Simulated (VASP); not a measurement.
# MoSe (F-43m) in VASP: a series of runs

Runs on MoSe. Level: PBE+U. Tasks: single point.

All numbers are computed with VASP 6.6.1; they aren't measurements. Logs are shortened: lines on timing, memory, paths and dates and some standing lists are left out, and cuts for length are marked.

## Step 1: The cell of the first run

Symmetry: F-43m, No. 216, cubic system. Conventional cell: a = 5.799 Å, b = 5.799 Å, c = 5.799 Å, α = 90.00°, β = 90.00°, γ = 90.00°. Within 3.3 Å of Mo (site symmetry -43m) lie 4 Se at 2.51 Å. Within 3.3 Å of Se (site symmetry -43m) lie 4 Mo at 2.51 Å.

## Step 2: Single point, PBE+U

File INCAR:

```
ALGO = Normal
EDIFF = 1E-6
ENCUT = 520
GGA = PE
ISIF = 2
ISMEAR = 0
LASPH = T
LCHARG = F
LDAU = T
LDAUJ = 0 0
LDAUL = 2 -1
LDAUPRINT = 1
LDAUTYPE = 2
LDAUU = 4.38 0
LMAXMIX = 4
LREAL = F
LWAVE = F
NBANDS = 17
NELM = 150
PREC = Accurate
SIGMA = 0.1
```

File KPOINTS:

```
k-points
0
Gamma
  12 12 12
```

File POSCAR:

```
MoSe
1.0
    0.0000000000      2.8995555161      2.8995555161
    2.8995555161      0.0000000000      2.8995555161
    2.8995555161      2.8995555161      0.0000000000
Mo Se
1 1
Direct
    0.0000000000      0.0000000000      0.0000000000
    0.2500000000      0.2500000000      0.2500000000
```

Potentials or basis: VASP PAW PBE potentials, release 64 (Mo_sv, Se).

Command:

```bash
$ cat potpaw_PBE.64/Mo_sv/POTCAR potpaw_PBE.64/Se/POTCAR > POTCAR
$ mpirun -np 1 vasp_std > vasp.out
```

OUTCAR:

```text
EDIFF = 1E-6
   ENCUT = 520
   GGA = PE
   ISIF = 2
   ISMEAR = 0
   LASPH = T
   LREAL = F
   NELM = 150
   PREC = Accurate

 ion  position               nearest neighbor table
   1  0.000  0.000  0.000-   2 2.51   2 2.51   2 2.51   2 2.51
   2  0.250  0.250  0.250-   1 2.51   1 2.51   1 2.51   1 2.51

  LATTYP: Found a face centered cubic cell.
 ALAT       =     5.7991110322

  Lattice vectors:

 A1 = (   0.0000000000,   2.8995555161,   2.8995555161)
 A2 = (   2.8995555161,   0.0000000000,   2.8995555161)
 A3 = (   2.8995555161,   2.8995555161,   0.0000000000)

Analysis of symmetry for initial positions (statically):
=====================================================================
 Subroutine PRICEL returns:
 Original cell was already a primitive cell.

 Routine SETGRP: Setting up the symmetry group for a
 face centered cubic supercell.

 Subroutine GETGRP returns: Found 24 space group operations
 (whereof 24 operations were pure point group operations)
 out of a pool of 48 trial point group operations.

The static configuration has the point symmetry T_d .

Analysis of symmetry for dynamics (positions and initial velocities):
=====================================================================
 Subroutine PRICEL returns:
 Original cell was already a primitive cell.

 Routine SETGRP: Setting up the symmetry group for a
 face centered cubic supercell.

 Subroutine GETGRP returns: Found 24 space group operations
 (whereof 24 operations were pure point group operations)
 out of a pool of 48 trial point group operations.

The dynamic configuration has the point symmetry T_d .

 Subroutine INISYM returns: Found 24 space group operations
 (whereof 24 operations are pure point group operations),
 and found     1 'primitive' translations

----------------------------------------------------------------------------------------

                                     Primitive cell

  volume of cell :      48.7556

  direct lattice vectors                    reciprocal lattice vectors
     0.000000000  2.899555516  2.899555516    -0.172440223  0.172440223  0.172440223
     2.899555516  0.000000000  2.899555516     0.172440223 -0.172440223  0.172440223
     2.899555516  2.899555516  0.000000000     0.172440223  0.172440223 -0.172440223

  length of vectors
     4.100590736  4.100590736  4.100590736     0.298675228  0.298675228  0.298675228

  position of ions in fractional coordinates (direct lattice)
     0.000000000  0.000000000  0.000000000
     0.250000000  0.250000000  0.250000000

  ion indices of the primitive-cell ions
   primitive index   ion index
                 1           1
                 2           2

----------------------------------------------------------------------------------------

 KPOINTS: k-points

Automatic generation of k-mesh.
 Grid dimensions read from file:
 generate k-points for:   12   12   12

 Generating k-lattice:

  Cartesian coordinates                     Fractional coordinates (reciprocal lattice)
    -0.014370019  0.014370019  0.014370019     0.083333333  0.000000000  0.000000000
     0.014370019 -0.014370019  0.014370019     0.000000000  0.083333333  0.000000000
     0.014370019  0.014370019 -0.014370019     0.000000000  0.000000000  0.083333333

  Length of vectors
     0.024889602  0.024889602  0.024889602

  Shift w.r.t. Gamma in fractional coordinates (k-lattice)
     0.000000000  0.000000000  0.000000000

 Subroutine IBZKPT returns following result:
 ===========================================

 Found     72 irreducible k-points:

 Following reciprocal coordinates:
            Coordinates               Weight
  0.000000  0.000000  0.000000      1.000000
  0.083333  0.000000  0.000000      8.000000
  0.166667  0.000000  0.000000      8.000000
  0.250000  0.000000  0.000000      8.000000
  0.333333  0.000000  0.000000      8.000000
  0.416667  0.000000  0.000000      8.000000
[... 16 lines left out ...]
  0.500000  0.166667  0.000000     24.000000
 -0.416667  0.166667  0.000000     24.000000
 [... further k-points ...]
[... 31 lines left out ...]

 E-fermi :   5.3299     XC(G=0):  -9.8627

 val. band max:        5.2970092153   @ k =  -0.2500   0.5000   0.2500
 cond. band min:       5.3574154967   @ k =  -0.3333   0.4167   0.1667
 fundamental gap:      0.0604062814
 Fermi energy:         5.3299103509

 k-point     1 :       0.0000    0.0000    0.0000
  band No.  band energies     occupation
      1     -55.1517      2.00000
      2     -29.2812      2.00000
      3     -29.2812      2.00000
      4     -29.2812      2.00000
      5      -8.6384      2.00000
      6       1.5242      2.00000
[... 9 lines left out ...]
     16      13.0021      0.00000
     17      13.0021      0.00000

 k-point     2 :       0.0833    0.0000    0.0000
  band No.  band energies     occupation
      1     -55.1516      2.00000
      2     -29.2840      2.00000
      3     -29.2816      2.00000
      4     -29.2816      2.00000
      5      -8.6007      2.00000
      6       1.4039      2.00000
[... 9 lines left out ...]
     16      13.0697      0.00000
     17      13.0697      0.00000

 k-point     3 :       0.1667    0.0000    0.0000
  band No.  band energies     occupation
      1     -55.1512      2.00000
      2     -29.2915      2.00000
      3     -29.2828      2.00000
      4     -29.2827      2.00000
      5      -8.4962      2.00000
      6       1.1247      2.00000
[... 9 lines left out ...]
     16      13.2805      0.00000
     17      13.2805      0.00000

 k-point     4 :       0.2500    0.0000    0.0000
  band No.  band energies     occupation
      1     -55.1508      2.00000
      2     -29.3018      2.00000
      3     -29.2843      2.00000
      4     -29.2843      2.00000
      5      -8.3503      2.00000
      6       0.8268      2.00000
[... 9 lines left out ...]
     16      13.5950      0.00000
     17      13.5950      0.00000
[... 343 lines left out ...]
      1     -55.1499      2.00000
      2     -29.3146      2.00000
      3     -29.2907      2.00000
      4     -29.2892      2.00000
      5      -8.0786      2.00000
      6       0.5096      2.00000
[... 9 lines left out ...]
     16      13.5981      0.00000
     17      14.3472      0.00000

 k-point    23 :       0.5000    0.1667    0.0000
  band No.  band energies     occupation
      1     -55.1497      2.00000
      2     -29.3191      2.00000
      3     -29.2928      2.00000
      4     -29.2894      2.00000
      5      -7.9995      2.00000
      6       0.5337      2.00000
[... 9 lines left out ...]
     16      14.1387      0.00000
     17      14.3579      0.00000

 k-point    24 :      -0.4167    0.1667    0.0000
  band No.  band energies     occupation
      1     -55.1496      2.00000
      2     -29.3195      2.00000
      3     -29.2940      2.00000
      4     -29.2887      2.00000
      5      -7.9893      2.00000
      6       0.5943      2.00000
[... 9 lines left out ...]
     16      14.3014      0.00000
     17      14.4125      0.00000

 [... further k-points ...]

------------------------ aborting loop because EDIFF is reached ----------------------------------------

  FORCE on cell =-STRESS in cart. coord.  units (eV):
  Direction    XX          YY          ZZ          XY          YZ          ZX
  --------------------------------------------------------------------------------------
  -------------------------------------------------------------------------------------
  Total        0.4075269      0.4075269      0.4075269     -0.0000000      0.0000000      0.0000000
  in kB       13.3919128     13.3919128     13.3919128     -0.0000000      0.0000000      0.0000000
  external PRESSURE =      13.3919128 kB  Pullay stress =       0.0000000 kB

 VOLUME and BASIS-vectors are now :
 -----------------------------------------------------------------------------
  energy-cutoff  :      520.00
  volume of cell :       48.76
      direct lattice vectors                 reciprocal lattice vectors
     0.000000000  2.899555516  2.899555516    -0.172440223  0.172440223  0.172440223
     2.899555516  0.000000000  2.899555516     0.172440223 -0.172440223  0.172440223
     2.899555516  2.899555516  0.000000000     0.172440223  0.172440223 -0.172440223

 POSITION                                       TOTAL-FORCE (eV/Angst)
 -----------------------------------------------------------------------------------
      0.00000      0.00000      0.00000         0.000000      0.000000     -0.000000
      1.44978      1.44978      1.44978        -0.000000     -0.000000      0.000000
 -----------------------------------------------------------------------------------
    total drift:                                0.000000      0.000000      0.000000

  FREE ENERGIE OF THE ION-ELECTRON SYSTEM (eV)
  ---------------------------------------------------
  free  energy   TOTEN  =        -8.4678384787 eV

  energy  without entropy=       -8.4571519900  energy(sigma->0) =       -8.46249523
```

Wall time 28 s (1 thread of Intel Xeon 6975P-C (Granite Rapids), shared host); peak memory 0.2 GiB.

What came out:

| Quantity | Value |
| --- | --- |
| Free energy | -8.4678 eV |
| Pressure | 1.3 GPa |
| Band gap on the k mesh | 0.02 eV (least direct gap 0.05 eV) |

Levels at points of the mesh, in eV from the valence-band top:
```
           k point  band 6  band 7  band 8  band 9  band 10  band 11  band 12  band 13  band 14  band 15
(0.00, 0.00, 0.00)   -3.74   -3.74   -3.74   -0.69    -0.69     1.48     4.94     4.94     4.94     7.74
(0.50, 0.00, 0.00)   -4.84   -3.60   -3.60   -0.16    -0.16     1.17     3.04     3.04     4.13     8.28
(0.50, 0.50, 0.00)   -5.32   -3.05   -3.05   -0.35    -0.06     0.02     1.95     1.95     6.36     7.22
```

Eigenvalues of the final occupation matrices:
| site | spin | trace | eigenvalues |
| --- | --- | --- | --- |
| site 1 d | 1 | 2.04 | 0.23 0.23 0.23 0.68 0.68 |
| site 1 d | 2 | 2.04 | 0.23 0.23 0.23 0.68 0.68 |

Caveat: the smearing spreads over this small gap. A k mesh can miss the band edges.

## Step 3: Single point, PBE+U

This run uses another cell than the first one, of 26.21 Å³/atom.

File INCAR:

```
SYSTEM = MoSe
PREC = Accurate
ENCUT = 520
EDIFF = 1E-6
ISMEAR = 0
SIGMA = 0.1
LREAL = .False.
LASPH = .True.
NELM = 150
ALGO = Normal
ISIF = 2
LWAVE = .False.
LCHARG = .True.
LMAXMIX = 4
LDAU = .True.
LDAUTYPE = 2
LDAUL = 2 -1
LDAUU = 4.38 0
LDAUJ = 0 0
LDAUPRINT = 1
GGA = PE
LELF = .True.
LVHAR = .True.
NBANDS = 17
```

File KPOINTS:

```
regular mesh
0
Gamma
  12 12 12
  0 0 0
```

File POSCAR:

```
MoSe
1.0
    0.0000000000      2.9703041118      2.9703041118
    2.9703041118      0.0000000000      2.9703041118
    2.9703041118      2.9703041118      0.0000000000
Mo Se
1 1
Direct
    0.0000000000      0.0000000000      0.0000000000
    0.2500000000      0.2500000000      0.2500000000
```

Potentials or basis: VASP PAW PBE potentials, release 64 (Mo_sv, Se).

Command:

```bash
$ cat potpaw_PBE.64/Mo_sv/POTCAR potpaw_PBE.64/Se/POTCAR > POTCAR
$ mpirun -np 1 vasp_std > vasp.out
```

It took 26 s on 1 thread of Intel Xeon 6975P-C (Granite Rapids), shared host; peak memory 0.21 GiB.

It converged, with:

- Free energy: -8.4706 eV
- Pressure: -0.7 GPa
- Band gap on the k mesh: zero (bands 10 and 11 overlap by 0.02 eV)

Levels at points of the mesh, in eV from the Fermi level:
```csv
k point,band 7,band 8,band 9,band 10,band 11,band 12,band 13,band 14
"(0.00, 0.00, 0.00)",-3.41,-3.41,-0.83,-0.83,1.30,4.75,4.75,4.75
"(0.50, 0.00, 0.00)",-3.35,-3.35,-0.29,-0.29,1.34,3.01,3.01,3.93
"(0.50, 0.50, 0.00)",-2.89,-2.89,-0.29,-0.17,-0.06,2.09,2.09,6.01
```

Eigenvalues of the final occupation matrices:
```tsv
site	spin	trace	eigenvalues
site 1 d	1	2.01	0.18 0.18 0.18 0.74 0.74
site 1 d	2	2.01	0.18 0.18 0.18 0.74 0.74
```

Caveat: U without spin polarisation on a metal has little footing.

## Step 4: Single point, PBE+U

This run uses another cell than the first one, of 26.99 Å³/atom.

File INCAR:

```
PREC = Accurate
ENCUT = 520
EDIFF = 1E-7
ISMEAR = 0
SIGMA = 0.1
LREAL = F
LASPH = T
NELM = 150
ALGO = Normal
ISIF = 2
LWAVE = F
LCHARG = T
LMAXMIX = 4
LDAU = T
LDAUTYPE = 2
LDAUL = 2 -1
LDAUU = 4.38 0
LDAUJ = 0 0
LDAUPRINT = 1
GGA = PE
LELF = T
LVHAR = T
NBANDS = 17
```

File KPOINTS:

```
Automatic mesh
0
Gamma
  12 12 12
```

File POSCAR:

```
MoSe
1.0
    0.0000000000      2.9996012826      2.9996012826
    2.9996012826      0.0000000000      2.9996012826
    2.9996012826      2.9996012826      0.0000000000
Mo Se
1 1
Direct
    0.0000000000      0.0000000000      0.0000000000
    0.2500000000      0.2500000000      0.2500000000
```

Command:

```bash
$ cat potpaw_PBE.64/Mo_sv/POTCAR potpaw_PBE.64/Se/POTCAR > POTCAR
$ mpirun -np 1 vasp_std > vasp.out
```

Wall time 27 s (1 thread of Intel Xeon 6975P-C (Granite Rapids), shared host); peak memory 0.21 GiB.

It converged, with:

| Property | Result |
| --- | --- |
| Free energy | -8.4614 eV |
| Pressure | -1.3 GPa |
| Band gap on the k mesh | 0.08 eV |

Levels at points of the mesh, in eV from the valence-band top:
```tsv
k point	band 7	band 8	band 9	band 10	band 11	band 12	band 13	band 14
(0.00, 0.00, 0.00)	-3.24	-3.24	-0.84	-0.84	1.29	4.71	4.71	4.71
(0.50, 0.00, 0.00)	-3.22	-3.22	-0.30	-0.30	1.44	3.05	3.05	3.89
(0.50, 0.50, 0.00)	-2.77	-2.77	-0.33	-0.20	0.10	2.18	2.18	5.92
```

Eigenvalues of the final occupation matrices:
| site | spin | trace | eigenvalues |
| --- | --- | --- | --- |
| site 1 d | 1 | 2.00 | 0.16 0.16 0.16 0.76 0.76 |
| site 1 d | 2 | 2.00 | 0.16 0.16 0.16 0.76 0.76 |

## Step 5: Single point, PBE+U

This run uses another cell than the first one, of 28.03 Å³/atom.

File INCAR:

```
PREC = Accurate
ENCUT = 520
EDIFF = 1E-7
ISMEAR = 0
SIGMA = 0.1
LREAL = False
LASPH = True
NELM = 150
ALGO = Normal
ISIF = 2
LWAVE = False
LCHARG = False
LMAXMIX = 4
LDAU = True
LDAUTYPE = 2
LDAUL = 2 -1
LDAUU = 4.38 0
LDAUJ = 0 0
LDAUPRINT = 1
GGA = PE
NBANDS = 17
```

File KPOINTS:

```
regular mesh
0
Gamma
  12 12 12
```

File POSCAR:

```
MoSe
1.0
    0.0000000000      3.0378340230      3.0378340230
    3.0378340230      0.0000000000      3.0378340230
    3.0378340230      3.0378340230      0.0000000000
Mo Se
1 1
Direct
    0.0000000000      0.0000000000      0.0000000000
    0.2500000000      0.2500000000      0.2500000000
```

Command:

```bash
$ cat potpaw_PBE.64/Mo_sv/POTCAR potpaw_PBE.64/Se/POTCAR > POTCAR
$ mpirun -np 1 vasp_std > vasp.out
```

Wall time 25 s (1 thread of Intel Xeon 6975P-C (Granite Rapids), shared host); peak memory 0.22 GiB.

The run converged. Its results:

```yaml
Free_energy: -8.4372 eV
Pressure: -2.5 GPa
Band_gap_on_the_k_mesh: 0.26 eV
```

Levels at points of the mesh, in eV from the valence-band top:
```
           k point  band 6  band 7  band 8  band 9  band 10  band 11  band 12  band 13  band 14  band 15
(0.00, 0.00, 0.00)   -3.06   -3.06   -3.06   -0.84    -0.84     1.25     4.63     4.63     4.63     7.23
(0.50, 0.00, 0.00)   -4.23   -3.06   -3.06   -0.31    -0.31     1.54     3.06     3.06     3.83     7.66
(0.50, 0.50, 0.00)   -4.64   -2.65   -2.65   -0.37    -0.23     0.27     2.25     2.25     5.78     6.52
```

Eigenvalues of the final occupation matrices:
```
    site  spin  trace               eigenvalues
site 1 d     1   1.99  0.14 0.14 0.14 0.78 0.78
site 1 d     2   1.99  0.14 0.14 0.14 0.78 0.78
```

A k mesh can miss the band edges.

## Step 6: Single point, PBE+U

This run uses another cell than the first one, of 29.25 Å³/atom.

File INCAR:

```
SYSTEM = MoSe
ALGO     = Normal         ! electronic algorithm
EDIFF    = 1E-6           ! SCF threshold, eV
ENCUT    = 520            ! plane-wave cutoff, eV
GGA      = PE             ! functional
ISIF     = 2              ! what is computed and relaxed
ISMEAR   = 0              ! smearing method
LASPH    = .TRUE.         ! aspherical terms in the spheres
LCHARG   = .TRUE.         ! write CHGCAR
LDAU     = .TRUE.         ! DFT+U
LDAUJ    = 0 0          
LDAUL    = 2 -1           ! shell
LDAUPRINT= 1            
LDAUTYPE = 2            
LDAUU    = 4.38 0         ! U, eV
LELF     = .TRUE.         ! ELF
LMAXMIX  = 4              ! l up to which the mixer works
LREAL    = .FALSE.        ! projectors in reciprocal space
LVHAR    = .TRUE.       
LWAVE    = .FALSE.        ! write WAVECAR
NBANDS   = 17             ! bands
NELM     = 150            ! most SCF steps
PREC     = Accurate       ! precision mode
SIGMA    = 0.1            ! smearing width, eV
```

File KPOINTS:

```
k-points
0
G
  12 12 12
  0 0 0
```

File POSCAR:

```
MoSe
1.0
    0.0000000000      3.0812375160      3.0812375160
    3.0812375160      0.0000000000      3.0812375160
    3.0812375160      3.0812375160      0.0000000000
Mo Se
1 1
Direct
    0.0000000000      0.0000000000      0.0000000000
    0.2500000000      0.2500000000      0.2500000000
```

Potentials or basis: VASP PAW PBE potentials, release 64 (Mo_sv, Se).

Command:

```bash
$ cat potpaw_PBE.64/Mo_sv/POTCAR potpaw_PBE.64/Se/POTCAR > POTCAR
$ mpirun -np 1 vasp_std > vasp.out
```

Run time: 27 s. Hardware: 1 thread of Intel Xeon 6975P-C (Granite Rapids), shared host; peak memory 0.22 GiB.

It converged, with:

* Free energy: -8.3871 eV
* Pressure: -4.1 GPa
* Band gap on the k mesh: 0.44 eV

Levels at points of the mesh, in eV from the valence-band top:
| k point | band 6 | band 7 | band 8 | band 9 | band 10 | band 11 | band 12 | band 13 | band 14 | band 15 |
| --- | --- | --- | --- | --- | --- | --- | --- | --- | --- | --- |
| (0.00, 0.00, 0.00) | -2.86 | -2.86 | -2.86 | -0.82 | -0.82 | 1.22 | 4.52 | 4.52 | 4.52 | 7.13 |
| (0.50, 0.00, 0.00) | -4.03 | -2.88 | -2.88 | -0.31 | -0.31 | 1.63 | 3.06 | 3.06 | 3.76 | 7.50 |
| (0.50, 0.50, 0.00) | -4.41 | -2.51 | -2.51 | -0.40 | -0.24 | 0.46 | 2.31 | 2.31 | 5.62 | 6.35 |

Eigenvalues of the final occupation matrices:
```
    site  spin  trace               eigenvalues
site 1 d     1   1.97  0.13 0.13 0.13 0.79 0.79
site 1 d     2   1.97  0.13 0.13 0.13 0.79 0.79
```

Caveat: the cell stands under tension. A k mesh can miss the band edges.

## Step 7: Overview

```csv
cell,gap on the mesh (eV),pressure (GPa)
"a = 4.101 Å, angles 60.0°, 2 atoms",0.02,1.3
"a = 4.201 Å, angles 60.0°, 2 atoms",none,-0.7
"a = 4.242 Å, angles 60.0°, 2 atoms",0.08,-1.3
"a = 4.296 Å, angles 60.0°, 2 atoms",0.26,-2.5
"a = 4.358 Å, angles 60.0°, 2 atoms",0.44,-4.1
```

Alike in all rows: task single point; level PBE+U; potentials or basis VASP PAW PBE potentials, release 64 (Mo_sv, Se); no spin polarisation; Mo d U = 4.38 eV; k mesh 12 × 12 × 12; cutoff (eV) 520; smearing gaussian 0.1 eV.

Caveats: the smearing spreads over this small gap (at least some runs); U without spin polarisation on a metal has little footing (at least some runs); the cell stands under tension (at least some runs).

Total energies depend on the potentials used, so only differences within one code and one set of settings carry meaning.

The gap in the log of VASP goes by the Fermi energy; the results here count the filled bands.